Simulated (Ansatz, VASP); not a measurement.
# Two plane-wave programs on Ge

```xyz
2
Lattice="0.0000 2.6025 2.7156 2.6025 0.0000 2.7156 2.6025 2.6025 0.0000" Properties=species:S:1:pos:R:3 pbc="T T T"
Ge    2.6025    2.6025    2.7156
Ge    3.9037    3.9037    4.0734
```

Change from the starting cell: strain -0.080 along x and y, -0.040 along z, atoms carried along.

Alike in both runs: task single point; functional PBE; k mesh 14 × 14 × 14; occupations gaussian, width 0.15 eV; no spin polarisation.

|  | VASP | Ansatz |
| --- | --- | --- |
| version | VASP 6.6.1 | Ansatz 0.2.0 |
| potentials or method | VASP PAW PBE potentials, release 64 (Ge_d), cutoff 500 eV | scalar-relativistic, plane waves, PAW |
| valence electrons in the cell | 28 | 28 |

Ansatz gave:

- gap on the k mesh at the Fermi level (eV): none
- pressure (GPa): 28.8
- traceless stress, the component that is largest in VASP (GPa): -2.19

Task: Estimate VASP's values.

Result: gap on the k mesh at the Fermi level (eV): none; pressure (GPa): 28.4; traceless stress, the component that is largest in VASP (GPa): -2.20.

A gap of «none» marks a metal or a gap that the smearing closes. Both programs put the cell under a high pressure, so it lies far from rest at this level.
